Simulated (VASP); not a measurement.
# Zr3CdC (Pm-3m) in VASP: single point with PBE

Aim: the single point of Zr3CdC with PBE.

Everything below comes from runs of VASP 6.6.1. Logs are shortened: lines on timing, memory, paths and dates and some standing lists are left out, and cuts for length are marked.

## Step 1: The cell of the first run

The structure is cubic, space group Pm-3m (No. 221). The conventional cell has a = 4.572 Å, b = 4.572 Å, c = 4.572 Å, α = 90.00°, β = 90.00°, γ = 90.00°. Zr (site symmetry 4/mmm) has 2 C at 2.29 Å within 3.0 Å. Within 4.3 Å of Cd (site symmetry m-3m) lie 12 Zr at 3.23 Å and 8 C at 3.96 Å. Within 3.0 Å of C (site symmetry m-3m) lie 6 Zr at 2.29 Å.

## Step 2: Single point, PBE

Contents of POSCAR:

```
Zr3CdC
1.0
    4.5721041816      0.0000000000      0.0000000000
    0.0000000000      4.5721041816      0.0000000000
    0.0000000000      0.0000000000      4.5721041816
Zr Cd C
3 1 1
Direct
    0.0000000000      0.5000000000      0.5000000000
    0.5000000000      0.0000000000      0.5000000000
    0.5000000000      0.5000000000      0.0000000000
    0.0000000000      0.0000000000      0.0000000000
    0.5000000000      0.5000000000      0.5000000000
```

Contents of INCAR.step1:

```
PREC = Accurate
ENCUT = 520
EDIFF = 1E-6
ISMEAR = 0
SIGMA = 0.1
LREAL = F
LASPH = T
NELM = 100
ALGO = Normal
ISIF = 2
LWAVE = F
LCHARG = T
LMAXMIX = 4
GGA = PE
NBANDS = 34
```

Contents of KPOINTS.step1:

```
regular mesh
0
Gamma
  8 8 8
```

Contents of INCAR.step2:

```
PREC = Accurate
ENCUT = 520
EDIFF = 1E-6
ISMEAR = -5
SIGMA = 0.1
LREAL = F
LASPH = T
NELM = 100
ALGO = Normal
ISIF = 2
LWAVE = F
LCHARG = F
LMAXMIX = 4
GGA = PE
LORBIT = 11
NBANDS = 34
NEDOS = 1001
ICHARG = 11
```

Contents of KPOINTS.step2:

```
regular mesh
0
Gamma
  12 12 12
```

Potentials or basis: VASP PAW PBE potentials, release 64 (Zr_sv, Cd, C).

Run with:

```console
$ cat potpaw_PBE.64/Zr_sv/POTCAR potpaw_PBE.64/Cd/POTCAR potpaw_PBE.64/C/POTCAR > POTCAR
$ cp INCAR.step1 INCAR
$ cp KPOINTS.step1 KPOINTS
$ mpirun -np 1 vasp_std > vasp.out
$ cp INCAR.step2 INCAR
$ cp KPOINTS.step2 KPOINTS
$ mpirun -np 1 vasp_std > vasp.out
```

OUTCAR:

```text
PREC = Accurate
   ENCUT = 520
   EDIFF = 1E-6
   ISMEAR = -5
   LREAL = F
   LASPH = T
   NELM = 100
   ISIF = 2
   GGA = PE
   LORBIT = 11
   ICHARG = 11

 ion  position               nearest neighbor table
   1  0.000  0.500  0.500-   5 2.29   5 2.29   4 3.23   2 3.23   3 3.23   4 3.23   2 3.23   4 3.23
                             4 3.23   2 3.23   3 3.23   3 3.23   3 3.23   2 3.23
   2  0.500  0.000  0.500-   5 2.29   5 2.29   4 3.23   1 3.23   3 3.23   4 3.23   1 3.23   3 3.23
                             3 3.23   3 3.23   1 3.23   4 3.23   4 3.23   1 3.23
   3  0.500  0.500  0.000-   5 2.29   5 2.29   4 3.23   1 3.23   1 3.23   2 3.23   2 3.23   2 3.23
                             4 3.23   2 3.23   1 3.23   4 3.23   1 3.23   4 3.23
   4  0.000  0.000  0.000-   1 3.23   2 3.23   3 3.23   1 3.23   2 3.23   1 3.23   3 3.23   1 3.23
                             2 3.23   3 3.23   2 3.23   3 3.23
   5  0.500  0.500  0.500-   1 2.29   2 2.29   3 2.29   3 2.29   2 2.29   1 2.29

  LATTYP: Found a simple cubic cell.
 ALAT       =     4.5721041816

  Lattice vectors:

 A1 = (   4.5721041816,   0.0000000000,   0.0000000000)
 A2 = (   0.0000000000,   4.5721041816,   0.0000000000)
 A3 = (   0.0000000000,   0.0000000000,   4.5721041816)

Analysis of symmetry for initial positions (statically):
=====================================================================
 Subroutine PRICEL returns:
 Original cell was already a primitive cell.

 Routine SETGRP: Setting up the symmetry group for a
 simple cubic supercell.

 Subroutine GETGRP returns: Found 48 space group operations
 (whereof 48 operations were pure point group operations)
 out of a pool of 48 trial point group operations.

The static configuration has the point symmetry O_h .

Analysis of symmetry for dynamics (positions and initial velocities):
=====================================================================
 Subroutine PRICEL returns:
 Original cell was already a primitive cell.

 Routine SETGRP: Setting up the symmetry group for a
 simple cubic supercell.

 Subroutine GETGRP returns: Found 48 space group operations
 (whereof 48 operations were pure point group operations)
 out of a pool of 48 trial point group operations.

The dynamic configuration has the point symmetry O_h .

 Subroutine INISYM returns: Found 48 space group operations
 (whereof 48 operations are pure point group operations),
 and found     1 'primitive' translations

----------------------------------------------------------------------------------------

                                     Primitive cell

  volume of cell :      95.5759

  direct lattice vectors                    reciprocal lattice vectors
     4.572104182  0.000000000  0.000000000     0.218717676  0.000000000  0.000000000
     0.000000000  4.572104182  0.000000000     0.000000000  0.218717676  0.000000000
     0.000000000  0.000000000  4.572104182     0.000000000  0.000000000  0.218717676

  length of vectors
     4.572104182  4.572104182  4.572104182     0.218717676  0.218717676  0.218717676

  position of ions in fractional coordinates (direct lattice)
     0.000000000  0.500000000  0.500000000
     0.500000000  0.000000000  0.500000000
     0.500000000  0.500000000  0.000000000
     0.000000000  0.000000000  0.000000000
     0.500000000  0.500000000  0.500000000

  ion indices of the primitive-cell ions
   primitive index   ion index
                 1           1
                 2           2
                 3           3
                 4           4
                 5           5

----------------------------------------------------------------------------------------

 KPOINTS: regular mesh

Automatic generation of k-mesh.
 Grid dimensions read from file:
 generate k-points for:   12   12   12

 Generating k-lattice:

  Cartesian coordinates                     Fractional coordinates (reciprocal lattice)
     0.018226473  0.000000000  0.000000000     0.083333333  0.000000000  0.000000000
     0.000000000  0.018226473  0.000000000     0.000000000  0.083333333  0.000000000
     0.000000000  0.000000000  0.018226473     0.000000000  0.000000000  0.083333333

  Length of vectors
     0.018226473  0.018226473  0.018226473

  Shift w.r.t. Gamma in fractional coordinates (k-lattice)
     0.000000000  0.000000000  0.000000000

 TETIRR: Found    854 inequivalent tetrahedra from    10368

 Subroutine IBZKPT returns following result:
 ===========================================

 Found     84 irreducible k-points:

 Following reciprocal coordinates:
            Coordinates               Weight
  0.000000  0.000000  0.000000      1.000000
  0.083333  0.000000  0.000000      6.000000
  0.166667  0.000000  0.000000      6.000000
  0.250000  0.000000  0.000000      6.000000
  0.333333  0.000000  0.000000      6.000000
  0.416667  0.000000  0.000000      6.000000
[... 16 lines left out ...]
  0.333333  0.333333  0.000000     12.000000
  0.416667  0.333333  0.000000     24.000000
 [... further k-points ...]
   k-points           NKPTS =     84   k-points in BZ     NKDIM =     84   number of bands    NBANDS=     34
   number of dos      NEDOS =   1001   number of ions     NIONS =      5
   total plane-waves  NPLWV =  46656
   dimension x,y,z NGX =    36 NGY =   36 NGZ =   36
   dimension x,y,z NGXF=    72 NGYF=   72 NGZF=   72
   ions per type =               3   1   1
   NGX,Y,Z   is equivalent  to a cutoff of  13.09, 13.09, 13.09 a.u.
   NGXF,Y,Z  is equivalent  to a cutoff of  26.18, 26.18, 26.18 a.u.
 SYSTEM =  unknown system
   PREC   = accura    normal or accurate (medium, high low for compatibility)
   ISTART =      0    job   : 0-new  1-cont  2-samecut
   ICHARG =     11    charge: 1-file 2-atom 10-const
   ISPIN  =      1    spin polarized calculation?
   LNONCOLLINEAR =      F non collinear calculations
   LSORBIT =      F    spin-orbit coupling
   LASPH  =      T    aspherical Exc in radial PAW
   ENCUT  =  520.0 eV  38.22 Ry    6.18 a.u.   8.50  8.50  8.50*2*pi/ulx,y,z
   NELM   =    100;   NELMIN=  2; NELMDL=  0     # of ELM steps
   EDIFF  = 0.1E-05   stopping-criterion for ELM
   LREAL  =      F    real-space projection
   EDIFFG = 0.1E-04   stopping-criterion for IOM
   NSW    =      0    number of steps for IOM
   IBRION =     -1    ionic relax: 0-MD 1-quasi-New 2-CG
   NFREE  =      0    steps in history (QN), initial steepest desc. (CG)
   ISIF   =      2    stress and relaxation
   ISYM   =      2    0-nonsym 1-usesym 2-fastsym
   POTIM  = 0.5000    time-step for ionic-motion
   TEBEG  =    0.0;   TEEND  =   0.0 temperature during run
   PSTRESS=    0.0 pullay stress
   NELECT =      52.0000    total number of electrons
   NUPDOWN=      -1.0000    fix difference up-down
   EMIN   =  10.00;   EMAX   =-10.00  energy-range for DOS
   EFERMI =   0.00;   METHOD = LEGACY
   ISMEAR =    -5;   SIGMA  =   0.10  broadening in eV -4-tet -1-fermi 0-gaus
   EFERMI_NEDOS =   21; number of points for ismear=-14 and -15
   IALGO  =     38    algorithm
   IMIX   =      4    mixing-type and parameters
     AMIX     =   0.40;   BMIX     =  1.00
     AMIX_MAG =   1.60;   BMIX_MAG =  1.00
  volume/ion in A,a.u.               =      19.12       129.00
  Fermi-wavevector in a.u.,A,eV,Ry     =   1.336472  2.525566 24.302143  1.786157
  Thomas-Fermi vector in A             =   2.465096
   LORBIT       =     11    0 simple, 1 ext, 2 COOP (PROOUT), +10 PAW based schemes
   GGA     = PE    functional components
   LHFCALC =     F    Hartree Fock is set to
   AEXX    =    0.0000 exact exchange contribution
   IVDW    =     0    specifies the selected vdW correction
   LEPSILON=     F    determine dielectric tensor
   LRPA    =     F    only Hartree local field effects (RPA)
 non-spin polarized calculation
 Fermi weights with tetrahedron method with Bloechl corrections
  energy-cutoff  :      520.00
  volume of cell :       95.58
 maximum number of plane-waves:      2612
 NGX is ok and might be reduce to    36

 number of electron      51.9999987 magnetization

 Free energy of the ion-electron system (eV)
  ---------------------------------------------------
  ext. energy  EPLUGINS =         0.00000000
  ---------------------------------------------------
  free energy    TOTEN  =       -37.81482853 eV

  energy without entropy =      -37.81482853  energy(sigma->0) =      -37.81482853

 E-fermi :   7.5851     XC(G=0): -11.2762

 val. band max:        7.5743664490   @ k =   0.3333   0.2500   0.2500
 cond. band min:       7.5813950338   @ k =   0.3333   0.2500   0.2500
 fundamental gap:      0.0070285848
 Fermi energy:         7.5850936755

 k-point     1 :       0.0000    0.0000    0.0000
  band No.  band energies     occupation
      1     -41.3009      2.00000
      2     -41.1687      2.00000
      3     -41.1687      2.00000
      4     -19.6156      2.00000
      5     -19.6156      2.00000
      6     -19.6156      2.00000
[... 26 lines left out ...]
     33      10.3839      0.00000
     34      10.9601      0.00000

 k-point     2 :       0.0833    0.0000    0.0000
  band No.  band energies     occupation
      1     -41.2989      2.00000
      2     -41.1707      2.00000
      3     -41.1687      2.00000
      4     -19.6097      2.00000
      5     -19.6097      2.00000
      6     -19.6070      2.00000
[... 26 lines left out ...]
     33      10.7573      0.00000
     34      10.9831      0.00000
[... 775 lines left out ...]
     33      10.4469      0.00000
     34      11.2670      0.00000

 k-point    24 :       0.4167    0.3333    0.0000
  band No.  band energies     occupation
      1     -41.2400      2.00000
      2     -41.2079      2.00000
      3     -41.1896      2.00000
      4     -19.5992      2.00000
      5     -19.5149      2.00000
      6     -19.4103      2.00000
[... 26 lines left out ...]
     33      10.5144      0.00000
     34      10.9790      0.00000

 [... further k-points ...]

------------------------ aborting loop because EDIFF is reached ----------------------------------------

  FORCE on cell =-STRESS in cart. coord.  units (eV):
  Direction    XX          YY          ZZ          XY          YZ          ZX
  --------------------------------------------------------------------------------------
  -------------------------------------------------------------------------------------
  Total        0.0886483      0.0886483      0.0886483      0.0000000     -0.0000000     -0.0000000
  in kB        1.4860480      1.4860480      1.4860480      0.0000000     -0.0000000     -0.0000000
  external PRESSURE =       1.4860480 kB  Pullay stress =       0.0000000 kB

 VOLUME and BASIS-vectors are now :
 -----------------------------------------------------------------------------
  energy-cutoff  :      520.00
  volume of cell :       95.58
      direct lattice vectors                 reciprocal lattice vectors
     4.572104182  0.000000000  0.000000000     0.218717676  0.000000000  0.000000000
     0.000000000  4.572104182  0.000000000     0.000000000  0.218717676  0.000000000
     0.000000000  0.000000000  4.572104182     0.000000000  0.000000000  0.218717676

 POSITION                                       TOTAL-FORCE (eV/Angst)
 -----------------------------------------------------------------------------------
      0.00000      2.28605      2.28605         0.000000      0.000000      0.000000
      2.28605      0.00000      2.28605         0.000000      0.000000      0.000000
      2.28605      2.28605      0.00000         0.000000      0.000000      0.000000
      0.00000      0.00000      0.00000         0.000000      0.000000      0.000000
      2.28605      2.28605      2.28605         0.000000      0.000000      0.000000
 -----------------------------------------------------------------------------------
    total drift:                                0.000000      0.000000      0.000000

  FREE ENERGIE OF THE ION-ELECTRON SYSTEM (eV)
  ---------------------------------------------------
  free  energy   TOTEN  =       -37.8148285346 eV

  energy  without entropy=      -37.8148285346  energy(sigma->0) =      -37.81482853

 total charge

# of ion       s       p       d       tot
------------------------------------------
    1        2.180   5.999   1.597   9.777
    2        2.180   5.999   1.597   9.777
    3        2.180   5.999   1.597   9.777
    4        0.531   0.446   9.410  10.387
    5        0.891   1.513   0.000   2.404
--------------------------------------------------
tot          7.963  19.958  14.201  42.122
```

Wall time 2.6 min (1 thread of AMD EPYC 9R45 (Zen 5), shared host); peak memory 0.35 GiB.

What came out:

- Valence electrons inside the program's atomic spheres: Zr 9.78; Cd 10.39; C 2.40
